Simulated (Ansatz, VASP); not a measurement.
**HfC: VASP beside Ansatz**

```
Hf C
1.0
     0.00000    2.32500    2.25525
     2.32500    0.00000    2.25525
     2.32500    2.32500    0.00000
Hf C
1 1
Cartesian
  2.3250 2.3250 2.2553
  0.0000 0.0000 0.0000
```

Change from the starting cell: zz strain of -3 %.

Alike in both runs: task single point; functional PBE; k mesh 15 × 15 × 15; occupations fermi-dirac, width 0.05 eV; no spin polarisation.

|  | VASP | Ansatz |
| --- | --- | --- |
| version | VASP 6.6.1 | Ansatz 0.2.0 |
| potentials or method | VASP PAW PBE potentials, release 64 (Hf_pv, C), cutoff 520 eV | all-electron LAPW, scalar-relativistic |

Ansatz gave:

```
pressure (GPa)                                                : 8.3
traceless stress, the component that is largest in VASP (GPa) : 9.48
```

Which values does VASP return?

Pressure (GPa): 7.7; traceless stress, the component that is largest in VASP (GPa): 9.62.

Ansatz ran all-electron here, and VASP with PAW potentials.

Neither program's run includes spin-orbit coupling.
